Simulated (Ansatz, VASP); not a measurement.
**Two plane-wave programs on Au**

File INCAR:

```
SYSTEM = Au
PREC = Accurate
ENCUT = 520
EDIFF = 1E-6
ISMEAR = 0
SIGMA = 0.1
LREAL = .False.
LASPH = .True.
NELM = 80
ALGO = Normal
ISIF = 2
LWAVE = .False.
LCHARG = .True.
LELF = .True.
LVHAR = .True.
NBANDS = 12
```

Contents of KPOINTS:

```
regular mesh
0
Gamma
  8 8 8
  0 0 0
```

File POSCAR:

```
Au
1.0
    0.0000000000      2.0585000000      2.0585000000
    2.0585000000      0.0000000000      2.0585000000
    2.0585000000      2.0585000000      0.0000000000
Au
1
Direct
    0.0000000000      0.0000000000      0.0000000000
```

Input for Ansatz:

```yaml
crystal:
  lattice:
    - [0.0, 2.0585, 2.0585]
    - [2.0585, 0.0, 2.0585]
    - [2.0585, 2.0585, 0.0]
  atoms:
    - { symbol: Au, position: [0.0, 0.0, 0.0] }
basis:
  ecutwfc: 420
kpoints:
  mp_grid: { grid: [8, 8, 8] }
hamiltonian:
  xc: lda
  pseudopotentials: { kind: paw, azcp: { folder: soft_1 } }
scf:
  occupations: { method: gaussian, width: 0.1 }
output:
  forces: true
  stress: true
  eigenvalues: true
```

Alike in both runs: task single point; functional LDA; k mesh 8 × 8 × 8; occupations gaussian, width 0.1 eV; no spin polarisation.

|  | VASP | Ansatz |
| --- | --- | --- |
| version | VASP 6.6.1 | Ansatz 0.2.0 |
| potentials or method | VASP PAW LDA potentials, release 64 (Au), cutoff 520 eV | scalar-relativistic, plane waves, PAW |
| valence electrons in the cell | 11 | 19 |

VASP gave:

```
gap on the k mesh at the Fermi level (eV) : none
pressure (GPa)                            : -7.3
```

Problem. Which values does Ansatz return?

Solution. gap on the k mesh at the Fermi level (eV): none; pressure (GPa): -7.7.

Ansatz warns that its potentials were made for another functional, while VASP's fit it. LDA's correlation is that of Perdew and Zunger in VASP and of Perdew and Wang (1992) in Ansatz. A gap of «none» marks a metal or a gap that the smearing closes. VASP's potentials hold 11 valence electrons a cell and Ansatz's 19, so a difference there can come from the potentials and not from the codes.

Spin-orbit coupling is off throughout.
